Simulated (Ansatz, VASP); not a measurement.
## One calculation of Fe, two programs

Contents of INCAR:

```
ALGO = Normal
EDIFF = 1E-6
EDIFFG = -0.01
ENCUT = 600
GGA = PS
IBRION = 2
ISIF = 3
ISMEAR = -1
ISPIN = 2
LASPH = True
LCHARG = False
LMAXMIX = 4
LORBIT = 11
LREAL = False
LWAVE = False
MAGMOM = 3
NELM = 150
NSW = 60
PREC = Accurate
SIGMA = 0.05
```

Contents of KPOINTS:

```
k-points
0
Gamma
  13 13 13
```

POSCAR

```
Fe
1.0
    0.0000000000      1.9417396906      1.9651051623
    1.4984397099      0.0000000000      1.9651051623
    1.4984397099      1.9417396906      0.0000000000
Fe
1
Direct
    0.0000000000      0.0000000000      0.0000000000
```

Contents of input.yaml:

```yaml
crystal:
  lattice:
    - [0.0, 1.9417396906, 1.9651051623]
    - [1.4984397099, 0.0, 1.9651051623]
    - [1.4984397099, 1.9417396906, 0.0]
  atoms:
    - { symbol: Fe, position: [0.0, 0.0, 0.0], spin: 3.0 }
hamiltonian:
  xc: pbesol
  pseudopotentials: { kind: paw }
magnetization:
  spin_polarized: true
kpoints:
  mp_grid: { grid: [13, 13, 13] }
scf:
  occupations: { method: fermi_dirac, width: 0.05 }
output:
  forces: true
  stress: true
  eigenvalues: true
  write_density: true
  write_potential: true
  elf: true
  volumetric_format: npy
relax:
  f_tol: 0.01
  max_steps: 40
  cell: { stress_tol: 0.05 }
```

Alike in both runs: task relaxation of cell and atoms; functional PBEsol; k mesh 13 × 13 × 13; occupations fermi-dirac, width 0.05 eV; collinear spin.

|  | VASP | Ansatz |
| --- | --- | --- |
| version | VASP 6.6.1 | Ansatz 0.2.0 |
| potentials or method | VASP PAW PBE potentials, release 64 (Fe) | Ansatz PAW |
| plane-wave cutoff (eV) | 600 | 420 |
| valence electrons in the cell | 8 | 16 |

|  | VASP | Ansatz | Ansatz less VASP |
| --- | --- | --- | --- |
| gap on the k mesh at the Fermi level, each at its own relaxed structure (eV) | none | none | - |
| net moment per atom (μB) | 2.07 | 2.06 | -0.012 |
| size of the moment on the site where the two differ most (μB) | 2.05 | 2.08 | +0.034 |
| relaxed volume (Å³/atom) | 10.79 | 10.79 | +0.004 |
| relaxed length of the cell vector where the two differ most in proportion (Å) | 2.783 | 2.784 | +0.0010 |

VASP's potentials were made for PBE, not for PBEsol. Site moments also hang on the region over which each program counts them. A gap of «none» marks a metal or a gap that the smearing closes. VASP's potentials hold 8 valence electrons a cell and Ansatz's 16, so a difference there can come from the potentials and not from the codes.

Noted on Ansatz's run: the plane-wave basis is chosen anew once the cell has moved, so the energies of steps on either side of that aren't comparable.
